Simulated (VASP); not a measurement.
# Na (Im-3m) in VASP: notebook

The runs below take Na through single point, with PBE.

Program: VASP 6.6.1. These are calculated values, not measurements. Logs are shortened: lines on timing, memory, paths and dates and some standing lists are left out, and cuts for length are marked.

### Step 1. The cell of the first run

Symmetry: Im-3m, No. 229, cubic system. Conventional cell: a = 3.331 Å, b = 3.331 Å, c = 3.331 Å, α = 90.00°, β = 90.00°, γ = 90.00°. Within 3.8 Å of Na (site symmetry m-3m) lie 14 Na at 2.88 to 3.33 Å.

### Step 2. Single point, PBE (18.48 Å³/atom)

INCAR

```
PREC = Accurate
ENCUT = 520
EDIFF = 1E-6
ISMEAR = -1
SIGMA = 0.05
LREAL = False
LASPH = True
NELM = 60
ALGO = Normal
ISIF = 2
LWAVE = False
LCHARG = True
GGA = PE
LELF = True
LVHAR = True
NBANDS = 10
```

KPOINTS

```
regular mesh
0
Gamma
  13 13 13
```

POSCAR

```
Na
1.0
   -1.6656304670      1.6656304670      1.6656304670
    1.6656304670     -1.6656304670      1.6656304670
    1.6656304670      1.6656304670     -1.6656304670
Na
1
Direct
    0.0000000000      0.0000000000      0.0000000000
```

Potentials or basis: VASP PAW PBE potentials, release 64 (Na_pv).

Run with:

```bash
cat potpaw_PBE.64/Na_pv/POTCAR > POTCAR
mpirun -np 1 vasp_std > vasp.out
```

OUTCAR:

```text
PREC = Accurate
   ENCUT = 520
   EDIFF = 1E-6
   ISMEAR = -1
   LREAL = False
   LASPH = True
   NELM = 60
   ISIF = 2
   GGA = PE

 ion  position               nearest neighbor table
   1  0.000  0.000  0.000-

  LATTYP: Found a body centered cubic cell.
 ALAT       =     3.3312609340

  Lattice vectors:

 A1 = (  -1.6656304670,   1.6656304670,   1.6656304670)
 A2 = (   1.6656304670,  -1.6656304670,   1.6656304670)
 A3 = (   1.6656304670,   1.6656304670,  -1.6656304670)

Analysis of symmetry for initial positions (statically):
=====================================================================
 Subroutine PRICEL returns:
 Original cell was already a primitive cell.

 Routine SETGRP: Setting up the symmetry group for a
 body centered cubic supercell.

 Subroutine GETGRP returns: Found 48 space group operations
 (whereof 48 operations were pure point group operations)
 out of a pool of 48 trial point group operations.

The static configuration has the point symmetry O_h .

Analysis of symmetry for dynamics (positions and initial velocities):
=====================================================================
 Subroutine PRICEL returns:
 Original cell was already a primitive cell.

 Routine SETGRP: Setting up the symmetry group for a
 body centered cubic supercell.

 Subroutine GETGRP returns: Found 48 space group operations
 (whereof 48 operations were pure point group operations)
 out of a pool of 48 trial point group operations.

The dynamic configuration has the point symmetry O_h .

 Subroutine INISYM returns: Found 48 space group operations
 (whereof 48 operations are pure point group operations),
 and found     1 'primitive' translations

----------------------------------------------------------------------------------------

                                     Primitive cell

  volume of cell :      18.4840

  direct lattice vectors                    reciprocal lattice vectors
    -1.665630467  1.665630467  1.665630467     0.000000000  0.300186632  0.300186632
     1.665630467 -1.665630467  1.665630467     0.300186632  0.000000000  0.300186632
     1.665630467  1.665630467 -1.665630467     0.300186632  0.300186632  0.000000000

  length of vectors
     2.884956595  2.884956595  2.884956595     0.424528006  0.424528006  0.424528006

  position of ions in fractional coordinates (direct lattice)
     0.000000000  0.000000000  0.000000000

  ion indices of the primitive-cell ions
   primitive index   ion index
                 1           1

----------------------------------------------------------------------------------------

 KPOINTS: regular mesh

Automatic generation of k-mesh.
 Grid dimensions read from file:
 generate k-points for:   13   13   13

 Generating k-lattice:

  Cartesian coordinates                     Fractional coordinates (reciprocal lattice)
     0.000000000  0.023091279  0.023091279     0.076923077  0.000000000  0.000000000
     0.023091279  0.000000000  0.023091279     0.000000000  0.076923077  0.000000000
     0.023091279  0.023091279  0.000000000     0.000000000  0.000000000  0.076923077

  Length of vectors
     0.032656000  0.032656000  0.032656000

  Shift w.r.t. Gamma in fractional coordinates (k-lattice)
     0.000000000  0.000000000  0.000000000

 Subroutine IBZKPT returns following result:
 ===========================================

 Found     84 irreducible k-points:

 Following reciprocal coordinates:
            Coordinates               Weight
  0.000000  0.000000  0.000000      1.000000
  0.076923  0.000000  0.000000     12.000000
  0.153846  0.000000  0.000000     12.000000
  0.230769  0.000000  0.000000     12.000000
  0.307692  0.000000  0.000000     12.000000
  0.384615  0.000000  0.000000     12.000000
[... 16 lines left out ...]
  0.153846  0.076923  0.076923     24.000000
  0.230769  0.076923  0.076923     24.000000
 [... further k-points ...]
   k-points           NKPTS =     84   k-points in BZ     NKDIM =     84   number of bands    NBANDS=     10
   number of dos      NEDOS =    301   number of ions     NIONS =      1
   total plane-waves  NPLWV =  13824
   dimension x,y,z NGX =    24 NGY =   24 NGZ =   24
   dimension x,y,z NGXF=    48 NGYF=   48 NGZF=   48
   ions per type =               1
   NGX,Y,Z   is equivalent  to a cutoff of  13.83, 13.83, 13.83 a.u.
   NGXF,Y,Z  is equivalent  to a cutoff of  27.66, 27.66, 27.66 a.u.
 SYSTEM =  unknown system
   PREC   = accura    normal or accurate (medium, high low for compatibility)
   ISTART =      0    job   : 0-new  1-cont  2-samecut
   ICHARG =      2    charge: 1-file 2-atom 10-const
   ISPIN  =      1    spin polarized calculation?
   LNONCOLLINEAR =      F non collinear calculations
   LSORBIT =      F    spin-orbit coupling
   LASPH  =      T    aspherical Exc in radial PAW
   ENCUT  =  520.0 eV  38.22 Ry    6.18 a.u.   5.36  5.36  5.36*2*pi/ulx,y,z
   NELM   =     60;   NELMIN=  2; NELMDL= -5     # of ELM steps
   EDIFF  = 0.1E-05   stopping-criterion for ELM
   LREAL  =      F    real-space projection
   EDIFFG = 0.1E-04   stopping-criterion for IOM
   NSW    =      0    number of steps for IOM
   IBRION =     -1    ionic relax: 0-MD 1-quasi-New 2-CG
   NFREE  =      0    steps in history (QN), initial steepest desc. (CG)
   ISIF   =      2    stress and relaxation
   ISYM   =      2    0-nonsym 1-usesym 2-fastsym
   POTIM  = 0.5000    time-step for ionic-motion
   TEBEG  =    0.0;   TEEND  =   0.0 temperature during run
   PSTRESS=    0.0 pullay stress
   NELECT =       7.0000    total number of electrons
   NUPDOWN=      -1.0000    fix difference up-down
   EMIN   =  10.00;   EMAX   =-10.00  energy-range for DOS
   EFERMI =   0.00;   METHOD = LEGACY
   ISMEAR =    -1;   SIGMA  =   0.05  broadening in eV -4-tet -1-fermi 0-gaus
   EFERMI_NEDOS =   21; number of points for ismear=-14 and -15
   IALGO  =     38    algorithm
   IMIX   =      4    mixing-type and parameters
     AMIX     =   0.40;   BMIX     =  1.00
     AMIX_MAG =   1.60;   BMIX_MAG =  1.00
  volume/ion in A,a.u.               =      18.48       124.74
  Fermi-wavevector in a.u.,A,eV,Ry     =   1.184429  2.238245 19.087218  1.402871
  Thomas-Fermi vector in A             =   2.320643
   LORBIT       =      0    0 simple, 1 ext, 2 COOP (PROOUT), +10 PAW based schemes
   GGA     = PE    functional components
   LHFCALC =     F    Hartree Fock is set to
   AEXX    =    0.0000 exact exchange contribution
   IVDW    =     0    specifies the selected vdW correction
   LEPSILON=     F    determine dielectric tensor
   LRPA    =     F    only Hartree local field effects (RPA)
 non-spin polarized calculation
  energy-cutoff  :      520.00
  volume of cell :       18.48
 maximum number of plane-waves:       531
 NGX is ok and might be reduce to    24
   NGX = 11   NGY = 11   NGZ = 11

 number of electron       6.9999991 magnetization

 Free energy of the ion-electron system (eV)
  ---------------------------------------------------
  ext. energy  EPLUGINS =         0.00000000
  ---------------------------------------------------
  free energy    TOTEN  =        -0.66086793 eV

  energy without entropy =       -0.65737748  energy(sigma->0) =       -0.65912270

 E-fermi :   3.4494     XC(G=0):  -8.6581

 val. band max:        3.3235628931   @ k =  -0.3077   0.3077   0.3077
 cond. band min:       3.4683713313   @ k =  -0.3077   0.3846   0.2308
 fundamental gap:      0.1448084382
 Fermi energy:         3.4494210502

 k-point     1 :       0.0000    0.0000    0.0000
  band No.  band energies     occupation
      1     -21.4925      2.00000
      2     -21.4925      2.00000
      3     -21.4925      2.00000
      4      -1.7354      2.00000
      5      20.3092      0.00000
      6      20.3093      0.00000
      7      20.3093      0.00000
      8      21.8672      0.00000
      9      21.8672      0.00000
     10      22.8526      0.00000

 k-point     2 :       0.0769    0.0000    0.0000
  band No.  band energies     occupation
      1     -21.5126      2.00000
      2     -21.4980      2.00000
      3     -21.4927      2.00000
      4      -1.5610      2.00000
      5      18.4922      0.00000
      6      19.3009      0.00000
      7      20.1595      0.00000
      8      20.8763      0.00000
      9      21.1365      0.00000
     10      23.9725      0.00000

 k-point     3 :       0.1538    0.0000    0.0000
  band No.  band energies     occupation
      1     -21.5675      2.00000
      2     -21.5134      2.00000
      3     -21.4933      2.00000
      4      -1.0453      2.00000
      5      15.5733      0.00000
      6      17.8657      0.00000
      7      19.7378      0.00000
      8      19.8074      0.00000
      9      21.1632      0.00000
     10      25.2588      0.00000

 k-point     4 :       0.2308    0.0000    0.0000
  band No.  band energies     occupation
      1     -21.6434      2.00000
      2     -21.5350      2.00000
      3     -21.4942      2.00000
      4      -0.2088      2.00000
      5      12.8121      0.00000
      6      16.6436      0.00000
      7      18.8243      0.00000
      8      19.4145      0.00000
      9      21.0897      0.00000
     10      25.8637      0.00000
[... 222 lines left out ...]
 k-point    22 :       0.0769    0.0769    0.0769
  band No.  band energies     occupation
      1     -21.6042      2.00000
      2     -21.5058      2.00000
      3     -21.5058      2.00000
      4      -0.7073      2.00000
      5      15.2891      0.00000
      6      15.2891      0.00000
      7      18.7474      0.00000
      8      22.0550      0.00000
      9      22.0550      0.00000
     10      23.8141      0.00000

 k-point    23 :       0.1538    0.0769    0.0769
  band No.  band energies     occupation
      1     -21.6678      2.00000
      2     -21.5291      2.00000
      3     -21.5081      2.00000
      4       0.1189      2.00000
      5      12.8144      0.00000
      6      14.1468      0.00000
      7      17.8549      0.00000
      8      21.8060      0.00000
      9      22.4995      0.00000
     10      25.5687      0.00000

 k-point    24 :       0.2308    0.0769    0.0769
  band No.  band energies     occupation
      1     -21.7288      2.00000
      2     -21.5588      2.00000
      3     -21.5105      2.00000
      4       1.2345      2.00000
      5      10.4194      0.00000
      6      13.2928      0.00000
      7      17.1383      0.00000
      8      21.1726      0.00000
      9      22.7613      0.00000
     10      26.8219      0.00000

 [... further k-points ...]

------------------------ aborting loop because EDIFF is reached ----------------------------------------

  FORCE on cell =-STRESS in cart. coord.  units (eV):
  Direction    XX          YY          ZZ          XY          YZ          ZX
  --------------------------------------------------------------------------------------
  -------------------------------------------------------------------------------------
  Total        2.2606188      2.2606188      2.2606188     -0.0000000     -0.0000000      0.0000000
  in kB      195.9485103    195.9485103    195.9485103     -0.0000000     -0.0000000      0.0000000
  external PRESSURE =     195.9485103 kB  Pullay stress =       0.0000000 kB

 VOLUME and BASIS-vectors are now :
 -----------------------------------------------------------------------------
  energy-cutoff  :      520.00
  volume of cell :       18.48
      direct lattice vectors                 reciprocal lattice vectors
    -1.665630467  1.665630467  1.665630467     0.000000000  0.300186632  0.300186632
     1.665630467 -1.665630467  1.665630467     0.300186632  0.000000000  0.300186632
     1.665630467  1.665630467 -1.665630467     0.300186632  0.300186632  0.000000000

 POSITION                                       TOTAL-FORCE (eV/Angst)
 -----------------------------------------------------------------------------------
      0.00000      0.00000      0.00000        -0.000000      0.000000     -0.000000
 -----------------------------------------------------------------------------------
    total drift:                                0.000000      0.000000      0.000000

  FREE ENERGIE OF THE ION-ELECTRON SYSTEM (eV)
  ---------------------------------------------------
  free  energy   TOTEN  =        -0.6608679302 eV

  energy  without entropy=       -0.6573774773  energy(sigma->0) =       -0.65912270
```

It took 16 s on 1 thread of Intel Xeon 8259CL, shared host; peak memory 0.14 GiB.

What came out:

* Free energy: -0.6609 eV
* Pressure: 19.6 GPa
* Band gap on the k mesh: zero (an odd number of electrons rules out a gap without spin polarisation)

Caveat: the cell stands under pressure.

### Step 3. Single point, PBE (21.44 Å³/atom)

This run uses another cell than the first one, of 21.44 Å³/atom.

INCAR

```
SYSTEM = Na
ALGO = Normal
EDIFF = 1E-7
ENCUT = 520
GGA = PE
ISIF = 2
ISMEAR = -1
LASPH = .TRUE.
LCHARG = .FALSE.
LREAL = .FALSE.
LWAVE = .FALSE.
NBANDS = 10
NELM = 80
PREC = Accurate
SIGMA = 0.05
```

KPOINTS

```
k-points
0
G
  13 13 13
  0 0 0
```

POSCAR

```
Na
1.0
   -1.7501072043      1.7501072043      1.7501072043
    1.7501072043     -1.7501072043      1.7501072043
    1.7501072043      1.7501072043     -1.7501072043
Na
1
Direct
    0.0000000000      0.0000000000      0.0000000000
```

Potentials or basis: VASP PAW PBE potentials, release 64 (Na_pv).

Run with:

```bash
cat potpaw_PBE.64/Na_pv/POTCAR > POTCAR
mpirun -np 1 vasp_std > vasp.out
```

Run time: 18 s. Hardware: 1 thread of Intel Xeon 8259CL, shared host; peak memory 0.14 GiB.

It converged, with:

* Free energy: -0.9447 eV
* Pressure: 11.6 GPa
* Band gap on the k mesh: zero (an odd number of electrons rules out a gap without spin polarisation)

Levels at points of the mesh, in eV from the Fermi level:
| k point | band 1 | band 2 | band 3 | band 4 | band 5 | band 6 |
| --- | --- | --- | --- | --- | --- | --- |
| (0.00, 0.00, 0.00) | -24.83 | -24.83 | -24.83 | -4.72 | 15.66 | 15.66 |

Caveat: the cell stands under pressure.

### Step 4. Single point, PBE (21.44 Å³/atom)

This run uses another cell than the first one, of 21.44 Å³/atom.

INCAR

```
PREC = Accurate ; ENCUT = 520
EDIFF = 1E-6 ; ISMEAR = -1
SIGMA = 0.05 ; LREAL = False
LASPH = True ; NELM = 100
ALGO = Normal ; ISIF = 2
LWAVE = False ; LCHARG = False
GGA = PE ; NBANDS = 10
```

KPOINTS

```
regular mesh
0
Gamma
  13 13 13
```

POSCAR is that of step 3.

Run with:

```bash
cat potpaw_PBE.64/Na_pv/POTCAR > POTCAR
mpirun -np 1 vasp_std > vasp.out
```

Run time: 14 s. Hardware: 1 thread of Intel Xeon 8259CL, shared host; peak memory 0.14 GiB.

Results (log left out):

```
Free energy            : -0.9447 eV
Pressure               : 11.6 GPa
Band gap on the k mesh : zero (an odd number of electrons rules out a gap without spin polarisation)
```

Levels at points of the mesh, in eV from the Fermi level:
| k point | band 1 | band 2 | band 3 | band 4 | band 5 | band 6 |
| --- | --- | --- | --- | --- | --- | --- |
| (0.00, 0.00, 0.00) | -24.83 | -24.83 | -24.83 | -4.72 | 15.66 | 15.66 |

Caveat: the cell stands under pressure.

### Step 5. Single point, PBE (25.14 Å³/atom)

This run uses another cell than the first one, of 25.14 Å³/atom.

INCAR

```
ALGO = Normal
EDIFF = 1E-7
ENCUT = 520
GGA = PE
ISIF = 2
ISMEAR = -1
LASPH = T
LCHARG = T
LELF = T
LREAL = F
LVHAR = T
LWAVE = F
NBANDS = 10
NELM = 100
PREC = Accurate
SIGMA = 0.05
```

KPOINTS

```
k-points
0
Gamma
  13 13 13
```

POSCAR

```
Na
1.0
   -1.8454047138      1.8454047138      1.8454047138
    1.8454047138     -1.8454047138      1.8454047138
    1.8454047138      1.8454047138     -1.8454047138
Na
1
Direct
    0.0000000000      0.0000000000      0.0000000000
```

Potentials or basis: VASP PAW PBE potentials, release 64 (Na_pv).

Run with:

```bash
cat potpaw_PBE.64/Na_pv/POTCAR > POTCAR
mpirun -np 1 vasp_std > vasp.out
```

OUTCAR:

```text
EDIFF = 1E-7
   ENCUT = 520
   GGA = PE
   ISIF = 2
   ISMEAR = -1
   LASPH = T
   LREAL = F
   NELM = 100
   PREC = Accurate

 ion  position               nearest neighbor table
   1  0.000  0.000  0.000-

  LATTYP: Found a body centered cubic cell.
 ALAT       =     3.6908094276

  Lattice vectors:

 A1 = (  -1.8454047138,   1.8454047138,   1.8454047138)
 A2 = (   1.8454047138,  -1.8454047138,   1.8454047138)
[... 489 lines left out ...]
      9      17.9223      0.00000
     10      21.0035      0.00000

 [... further k-points ...]

------------------------ aborting loop because EDIFF is reached ----------------------------------------

  FORCE on cell =-STRESS in cart. coord.  units (eV):
  Direction    XX          YY          ZZ          XY          YZ          ZX
  --------------------------------------------------------------------------------------
  -------------------------------------------------------------------------------------
  Total        0.9648388      0.9648388      0.9648388      0.0000000      0.0000000      0.0000000
  in kB       61.4936758     61.4936758     61.4936758      0.0000000      0.0000000      0.0000000
  external PRESSURE =      61.4936758 kB  Pullay stress =       0.0000000 kB

 VOLUME and BASIS-vectors are now :
 -----------------------------------------------------------------------------
  energy-cutoff  :      520.00
  volume of cell :       25.14
      direct lattice vectors                 reciprocal lattice vectors
    -1.845404714  1.845404714  1.845404714     0.000000000  0.270943277  0.270943277
     1.845404714 -1.845404714  1.845404714     0.270943277  0.000000000  0.270943277
     1.845404714  1.845404714 -1.845404714     0.270943277  0.270943277  0.000000000

 POSITION                                       TOTAL-FORCE (eV/Angst)
 -----------------------------------------------------------------------------------
      0.00000      0.00000      0.00000         0.000000     -0.000000     -0.000000
 -----------------------------------------------------------------------------------
    total drift:                                0.000000      0.000000      0.000000

  FREE ENERGIE OF THE ION-ELECTRON SYSTEM (eV)
  ---------------------------------------------------
  free  energy   TOTEN  =        -1.1444881060 eV

  energy  without entropy=       -1.1406685422  energy(sigma->0) =       -1.14257832
```

stdout:

```text
POSCAR found type information on POSCAR Na
 POSCAR found :  1 types and       1 ions
 scaLAPACK will be used
 LDA part: xc-table for (Slater+PW92), standard interpolation
 POSCAR, INCAR and KPOINTS ok, starting setup
 FFT: planning ... GRIDC
 FFT: planning ... GRID_SOFT
 FFT: planning ... GRID
 WAVECAR not read
 entering main loop
```

Run time: 17 s. Hardware: 1 thread of Intel Xeon 8259CL, shared host; peak memory 0.14 GiB.

What came out:

| Item | Value |
| --- | --- |
| Free energy | -1.1445 eV |
| Pressure | 6.1 GPa |
| Band gap on the k mesh | zero (an odd number of electrons rules out a gap without spin polarisation) |

Levels at points of the mesh, in eV from the Fermi level:
```tsv
k point	band 1	band 2	band 3	band 4	band 5	band 6	band 7
(0.00, 0.00, 0.00)	-24.78	-24.78	-24.78	-4.26	14.42	14.42	14.42
```

Caveat: the cell stands under pressure.

### Step 6. Single point, PBE (28.84 Å³/atom)

This run uses another cell than the first one, of 28.84 Å³/atom.

INCAR

```
SYSTEM = Na
PREC = Accurate
ENCUT = 520
EDIFF = 1E-6
ISMEAR = -1
SIGMA = 0.05
LREAL = .False.
LASPH = .True.
NELM = 100
ALGO = Normal
ISIF = 2
LWAVE = .False.
LCHARG = .True.
GGA = PE
LELF = .True.
LVHAR = .True.
NBANDS = 10
```

KPOINTS

```
regular mesh
0
Gamma
  13 13 13
  0 0 0
```

POSCAR

```
Na
1.0
   -1.9317615710      1.9317615710      1.9317615710
    1.9317615710     -1.9317615710      1.9317615710
    1.9317615710      1.9317615710     -1.9317615710
Na
1
Direct
    0.0000000000      0.0000000000      0.0000000000
```

Potentials or basis: VASP PAW PBE potentials, release 64 (Na_pv).

Run with:

```bash
cat potpaw_PBE.64/Na_pv/POTCAR > POTCAR
mpirun -np 1 vasp_std > vasp.out
```

It took 26 s on 1 thread of Intel Xeon 8259CL, shared host; peak memory 0.16 GiB.

The run converged. Its results:

* Free energy: -1.2478 eV
* Pressure: 3.0 GPa
* Band gap on the k mesh: zero (an odd number of electrons rules out a gap without spin polarisation)

Levels at points of the mesh, in eV from the Fermi level:
```tsv
k point	band 1	band 2	band 3	band 4	band 5	band 6	band 7
(0.00, 0.00, 0.00)	-24.80	-24.80	-24.80	-3.90	13.41	13.41	13.41
```

Caveat: the cell stands under pressure.

### Step 7. Overview

```tsv
cell	gap on the mesh (eV)	pressure (GPa)
a = 2.885 Å, angles 109.5°, 1 atom	none	19.6
a = 3.031 Å, angles 109.5°, 1 atom	none	11.6
a = 3.196 Å, angles 109.5°, 1 atom	none	6.1
a = 3.346 Å, angles 109.5°, 1 atom	none	3.0
```

Alike in all rows: task single point; level PBE; potentials or basis VASP PAW PBE potentials, release 64 (Na_pv); no spin polarisation; k mesh 13 × 13 × 13; cutoff (eV) 520; smearing fermi-dirac 0.05 eV.

Caveats: the cell stands under pressure.

Absolute energies hang on the potentials; compare differences alone.
